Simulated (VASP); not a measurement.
# Ir (P6_3/mmc) in VASP: a series of runs, part 2 of 2

VASP 6.6.1. The steps go on from the part before.

## 3. Single point, PBEsol (strain -0.015 along x and y, +0.030 along z)

Input file INCAR:

```
SYSTEM = Ir
PREC = Accurate
ENCUT = 520
EDIFF = 1E-6
ISMEAR = 0
SIGMA = 0.15
LREAL = .FALSE.
LASPH = .TRUE.
NELM = 80
ALGO = Fast
ISIF = 2
LWAVE = .FALSE.
LCHARG = .TRUE.
GGA = PS
LELF = .TRUE.
LVHAR = .TRUE.
NBANDS = 16
```

Input file KPOINTS:

```
regular mesh
0
G
  18 18 12
  0 0 0
```

Input file POSCAR:

```
Ir
1.0
    2.7101072262      0.0000000000      0.0000000000
   -1.3550536131      2.3470217048      0.0000000000
    0.0000000000      0.0000000000      4.5961587000
Ir
2
Direct
    0.6666666667      0.3333333333      0.7500000000
    0.3333333333      0.6666666667      0.2500000000
```

Potentials or basis: VASP PAW PBE potentials, release 64 (Ir).

Started as:

```sh
> cat potpaw_PBE.64/Ir/POTCAR > POTCAR
> mpirun -np 1 vasp_std > vasp.out
```

OUTCAR:

```text
SYSTEM = Ir
   PREC = Accurate
   ENCUT = 520
   EDIFF = 1E-6
   ISMEAR = 0
   LREAL = .FALSE.
   LASPH = .TRUE.
   NELM = 80
   ISIF = 2
   GGA = PS

 ion  position               nearest neighbor table
   1  0.667  0.333  0.750-   2 2.78   2 2.78   2 2.78   2 2.78   2 2.78   2 2.78
   2  0.333  0.667  0.250-   1 2.78   1 2.78   1 2.78   1 2.78   1 2.78   1 2.78

  LATTYP: Found a hexagonal cell.
 ALAT       =     2.7101072262
 C/A-ratio  =     1.6959324176

  Lattice vectors:

 A1 = (   2.7101072262,   0.0000000000,   0.0000000000)
 A2 = (  -1.3550536131,   2.3470217048,   0.0000000000)
 A3 = (   0.0000000000,   0.0000000000,   4.5961587000)

Analysis of symmetry for initial positions (statically):
=====================================================================
 Subroutine PRICEL returns:
 Original cell was already a primitive cell.

 Routine SETGRP: Setting up the symmetry group for a
 hexagonal supercell.

 Subroutine GETGRP returns: Found 24 space group operations
 (whereof 12 operations were pure point group operations)
 out of a pool of 24 trial point group operations.

The static configuration has the point symmetry D_3d.
 The point group associated with its full space group is D_6h.

Analysis of symmetry for dynamics (positions and initial velocities):
=====================================================================
 Subroutine PRICEL returns:
 Original cell was already a primitive cell.

 Routine SETGRP: Setting up the symmetry group for a
 hexagonal supercell.

 Subroutine GETGRP returns: Found 24 space group operations
 (whereof 12 operations were pure point group operations)
 out of a pool of 24 trial point group operations.

The dynamic configuration has the point symmetry D_3d.
 The point group associated with its full space group is D_6h.

 Subroutine INISYM returns: Found 24 space group operations
 (whereof 12 operations are pure point group operations),
 and found     1 'primitive' translations

----------------------------------------------------------------------------------------

[... 108 lines left out ...]
   EFERMI_NEDOS =   21; number of points for ismear=-14 and -15
   IALGO  =     68    algorithm
   IMIX   =      4    mixing-type and parameters
     AMIX     =   0.40;   BMIX     =  1.00
     AMIX_MAG =   1.60;   BMIX_MAG =  1.00
  volume/ion in A,a.u.               =      14.62        98.64
  Fermi-wavevector in a.u.,A,eV,Ry     =   1.392727  2.631873 26.391081  1.939690
  Thomas-Fermi vector in A             =   2.516442
   LORBIT       =      0    0 simple, 1 ext, 2 COOP (PROOUT), +10 PAW based schemes
   GGA     = PS    functional components
   LHFCALC =     F    Hartree Fock is set to
   AEXX    =    0.0000 exact exchange contribution
   IVDW    =     0    specifies the selected vdW correction
   LEPSILON=     F    determine dielectric tensor
   LRPA    =     F    only Hartree local field effects (RPA)
 non-spin polarized calculation
 RMM-DIIS sequential band-by-band and
 Gauss-broadening in eV      SIGMA  =   0.15
  energy-cutoff  :      520.00
  volume of cell :       29.23
 maximum number of plane-waves:       813
   NGX = 11   NGY = 11   NGZ = 17

 number of electron      18.0000002 magnetization

 Free energy of the ion-electron system (eV)
  ---------------------------------------------------
  ext. energy  EPLUGINS =         0.00000000
  ---------------------------------------------------
  free energy    TOTEN  =       -19.42264760 eV

  energy without entropy =      -19.39623915  energy(sigma->0) =      -19.40944338

 E-fermi :   9.7468     XC(G=0): -13.9082

 val. band max:        9.7430395491   @ k =   0.3333   0.0000   0.4167
 cond. band min:       9.7529223540   @ k =   0.3889   0.1667   0.1667
 fundamental gap:      0.0098828050
 Fermi energy:         9.7468353822

 k-point     1 :       0.0000    0.0000    0.0000
  band No.  band energies     occupation
      1      -1.1528      2.00000
      2       1.7831      2.00000
      3       5.6008      2.00000
      4       6.1354      2.00000
      5       6.1354      2.00000
      6       6.6653      2.00000
[... 433 lines left out ...]
      3       3.3002      2.00000
      4       5.9358      2.00000
      5       6.0150      2.00000
      6       6.2579      2.00000
[... 8 lines left out ...]
     15      19.8719      0.00000
     16      22.8764      0.00000

 [... further k-points ...]
[... 5 lines left out ...]
  --------------------------------------------------------------------------------------
  -------------------------------------------------------------------------------------
  Total       -1.0724005     -1.0724005     -3.8264744     -0.0000000     -0.0000000      0.0000000
  in kB      -58.7718022    -58.7718022   -209.7059717     -0.0000000     -0.0000000      0.0000000
  external PRESSURE =    -109.0831920 kB  Pullay stress =       0.0000000 kB

 VOLUME and BASIS-vectors are now :
 -----------------------------------------------------------------------------
  energy-cutoff  :      520.00
  volume of cell :       29.23
      direct lattice vectors                 reciprocal lattice vectors
     2.710107226  0.000000000  0.000000000     0.368989090  0.213035951  0.000000000
    -1.355053613  2.347021705  0.000000000     0.000000000  0.426071901  0.000000000
     0.000000000  0.000000000  4.596158700     0.000000000  0.000000000  0.217572992

 POSITION                                       TOTAL-FORCE (eV/Angst)
 -----------------------------------------------------------------------------------
      1.35505      0.78234      3.44712         0.000000      0.000000      0.000000
     -0.00000      1.56468      1.14904        -0.000000     -0.000000      0.000000
 -----------------------------------------------------------------------------------
    total drift:                                0.000000     -0.000000     -0.000000

  FREE ENERGIE OF THE ION-ELECTRON SYSTEM (eV)
  ---------------------------------------------------
  free  energy   TOTEN  =       -19.4226476030 eV

  energy  without entropy=      -19.3962391495  energy(sigma->0) =      -19.40944338
```

OSZICAR:

```text
N       E                     dE             d eps       ncg     rms          rms(c)
DAV:   1     0.139249069503E+03    0.13925E+03   -0.83742E+03  8296   0.112E+03
DAV:   2    -0.169853367364E+02   -0.15623E+03   -0.14057E+03  8304   0.305E+02
DAV:   3    -0.206535629217E+02   -0.36682E+01   -0.36100E+01 11496   0.553E+01
DAV:   4    -0.206928015032E+02   -0.39239E-01   -0.39230E-01  9352   0.487E+00
DAV:   5    -0.206939095897E+02   -0.11081E-02   -0.11081E-02 11560   0.855E-01    0.209E+01
RMM:   6    -0.196043092313E+02    0.10896E+01   -0.12747E+00  8336   0.122E+01    0.788E+00
RMM:   7    -0.194288242847E+02    0.17548E+00   -0.63797E-01  8630   0.588E+00    0.221E+00
RMM:   8    -0.194320630888E+02   -0.32388E-02   -0.77021E-02  9653   0.299E+00    0.190E+00
RMM:   9    -0.194303463309E+02    0.17168E-02   -0.17232E-02  9723   0.935E-01    0.121E+00
RMM:  10    -0.194224018563E+02    0.79445E-02   -0.18323E-02  8722   0.179E+00    0.602E-01
RMM:  11    -0.194227763511E+02   -0.37449E-03   -0.10099E-03  9259   0.345E-01    0.444E-01
RMM:  12    -0.194227811959E+02   -0.48449E-05   -0.33949E-04 10467   0.124E-01    0.357E-01
RMM:  13    -0.194227939099E+02   -0.12714E-04   -0.47327E-05 10551   0.465E-02    0.370E-01
RMM:  14    -0.194227235629E+02    0.70347E-04   -0.52892E-05  9448   0.775E-02    0.232E-01
RMM:  15    -0.194226543035E+02    0.69259E-04   -0.17358E-04 11833   0.121E-01    0.429E-02
RMM:  16    -0.194226497321E+02    0.45714E-05   -0.12580E-05  9973   0.309E-02    0.225E-02
RMM:  17    -0.194226475826E+02    0.21495E-05   -0.45977E-06  8599   0.183E-02    0.111E-02
RMM:  18    -0.194226476030E+02   -0.20428E-07   -0.22267E-06  6181   0.102E-02
   1 F= -.19422648E+02 E0= -.19409443E+02  d E =-.264085E-01
```

It took 2.3 min on 1 thread of AMD EPYC 7R43 (Zen 3), shared host; peak memory 0.18 GiB.

Results:

- Free energy: -19.4226 eV
- Pressure: -10.9 GPa
- Band gap on the k mesh: zero (band 9 reaches 10.94 eV, above the bottom of band 10 at 7.52 eV)

Stress tensor (GPa, compression positive):
```
 -5.88   0.00   0.00
  0.00  -5.88   0.00
  0.00   0.00 -20.97
```

Levels at points of the mesh, in eV from the Fermi level:
| k point | band 6 | band 7 | band 8 | band 9 | band 10 | band 11 | band 12 | band 13 |
| --- | --- | --- | --- | --- | --- | --- | --- | --- |
| (0.00, 0.00, 0.00) | -3.08 | -3.08 | -1.85 | -1.85 | -1.15 | 0.35 | 0.35 | 6.19 |
| (0.50, 0.00, 0.00) | -3.11 | -3.05 | 0.79 | 1.02 | 1.32 | 2.97 | 4.45 | 8.00 |
| (0.00, 0.00, 0.50) | -3.64 | -3.64 | -3.64 | -0.38 | -0.38 | -0.38 | -0.38 | 13.08 |
| (0.50, 0.00, 0.50) | -1.80 | -0.86 | -0.86 | 1.19 | 1.19 | 1.98 | 1.98 | 7.58 |

Caveat: the cell differs from its parent crystal (strain -0.015 along x and y, +0.030 along z); the PAW data sets were made with another functional, which shifts forces and pressure a little; spin-orbit coupling is left out, which moves the levels of the heavy elements.

## 4. Single point, PBEsol (strain +0.015 along x and y, -0.030 along z)

Input file INCAR:

```
  ALGO = Normal
  EDIFF = 1E-7
  ENCUT = 520
  GGA = PS
  ISIF = 2
  ISMEAR = 0
  LASPH = True
  LCHARG = True
  LELF = True
  LREAL = False
  LVHAR = True
  LWAVE = False
  NBANDS = 16
  NELM = 80
  PREC = Accurate
  SIGMA = 0.15
```

Input file KPOINTS:

```
k-points
0
Gamma
  18 18 12
```

Input file POSCAR:

```
Ir
1.0
    2.7926485630      0.0000000000      0.0000000000
   -1.3963242815      2.4185045994      0.0000000000
    0.0000000000      0.0000000000      4.3284213000
Ir
2
Direct
    0.6666666667      0.3333333333      0.7500000000
    0.3333333333      0.6666666667      0.2500000000
```

Started as:

```sh
> cat potpaw_PBE.64/Ir/POTCAR > POTCAR
> mpirun -np 1 vasp_std > vasp.out
```

Run time: 96 s. Hardware: 1 thread of AMD EPYC 7R43 (Zen 3), shared host; peak memory 0.19 GiB.

It converged, with:

```yaml
Free_energy: -19.4233 eV
Pressure: -10.4 GPa
Band_gap_on_the_k_mesh: zero (band 9 reaches 10.69 eV, above the bottom of band 10 at 7.57 eV)
```

Stress tensor (GPa, compression positive):
```
-15.33   0.00   0.00
  0.00 -15.33   0.00
  0.00   0.00  -0.56
```

Levels at points of the mesh, in eV from the Fermi level:
| k point | band 7 | band 8 | band 9 | band 10 | band 11 | band 12 |
| --- | --- | --- | --- | --- | --- | --- |
| (0.00, 0.00, 0.00) | -3.02 | -2.70 | -2.70 | -0.39 | 0.20 | 0.20 |
| (0.50, 0.00, 0.00) | -2.65 | 0.33 | 0.84 | 1.07 | 2.63 | 3.95 |
| (0.00, 0.00, 0.50) | -4.00 | -4.00 | -0.48 | -0.48 | -0.48 | -0.48 |
| (0.50, 0.00, 0.50) | -1.03 | -1.03 | 0.64 | 0.64 | 1.87 | 1.87 |

Caveat: the cell differs from its parent crystal (strain +0.015 along x and y, -0.030 along z); the PAW data sets were made with another functional, which shifts forces and pressure a little; spin-orbit coupling is left out, which moves the levels of the heavy elements.

## 5. Single point, PBEsol (strain +0.000 along x and y, +0.015 along z)

Input file INCAR:

```
PREC = Accurate
ENCUT = 520
EDIFF = 1E-7
ISMEAR = 0
SIGMA = 0.15
LREAL = False
LASPH = True
NELM = 60
ALGO = Normal
ISIF = 2
LWAVE = False
LCHARG = False
GGA = PS
NBANDS = 16
```

Input file KPOINTS:

```
regular mesh
0
Gamma
  18 18 12
```

Input file POSCAR:

```
Ir
1.0
    2.7513778946      0.0000000000      0.0000000000
   -1.3756889473      2.3827631521      0.0000000000
    0.0000000000      0.0000000000      4.5292243500
Ir
2
Direct
    0.6666666667      0.3333333333      0.7500000000
    0.3333333333      0.6666666667      0.2500000000
```

Started as:

```sh
> cat potpaw_PBE.64/Ir/POTCAR > POTCAR
> mpirun -np 1 vasp_std > vasp.out
```

Run time: 86 s. Hardware: 1 thread of AMD EPYC 7R43 (Zen 3), shared host; peak memory 0.19 GiB.

The run converged. Its results:

```yaml
Free_energy: -19.4198 eV
Pressure: -16.4 GPa
Band_gap_on_the_k_mesh: zero (band 9 reaches 10.49 eV, above the bottom of band 10 at 7.33 eV)
```

Stress tensor (GPa, compression positive):
```
-14.69   0.00   0.00
  0.00 -14.69   0.00
  0.00   0.00 -19.74
```

Levels at points of the mesh, in eV from the Fermi level:
| k point | band 7 | band 8 | band 9 | band 10 | band 11 | band 12 |
| --- | --- | --- | --- | --- | --- | --- |
| (0.00, 0.00, 0.00) | -2.99 | -2.09 | -2.09 | -0.88 | 0.27 | 0.27 |
| (0.50, 0.00, 0.00) | -2.87 | 0.76 | 0.84 | 1.11 | 2.81 | 4.23 |
| (0.00, 0.00, 0.50) | -3.65 | -3.65 | -0.43 | -0.43 | -0.43 | -0.43 |
| (0.50, 0.00, 0.50) | -0.89 | -0.89 | 0.97 | 0.97 | 1.93 | 1.93 |

Caveat: the cell differs from its parent crystal (strain +0.000 along x and y, +0.015 along z); the PAW data sets were made with another functional, which shifts forces and pressure a little; spin-orbit coupling is left out, which moves the levels of the heavy elements.

## 6. Summary

```tsv
cell	gap on the mesh (eV)	pressure (GPa)
a = 2.710, b = 2.710, c = 4.529 Å, angles 90.0, 90.0, 120.0°, 2 atoms	none	-6.3
a = 2.710, b = 2.710, c = 4.596 Å, angles 90.0, 90.0, 120.0°, 2 atoms	none	-10.9
a = 2.793, b = 2.793, c = 4.328 Å, angles 90.0, 90.0, 120.0°, 2 atoms	none	-10.4
a = 2.751, b = 2.751, c = 4.529 Å, angles 90.0, 90.0, 120.0°, 2 atoms	none	-16.4
```

Alike in all rows: task single point; level PBEsol; potentials or basis VASP PAW PBE potentials, release 64 (Ir); no spin polarisation; k mesh 18 × 18 × 12; cutoff (eV) 520; smearing gaussian 0.15 eV.

Caveats: the PAW data sets were made with another functional, which shifts forces and pressure a little; spin-orbit coupling is left out, which moves the levels of the heavy elements.

Absolute energies hang on the potentials; compare differences alone.
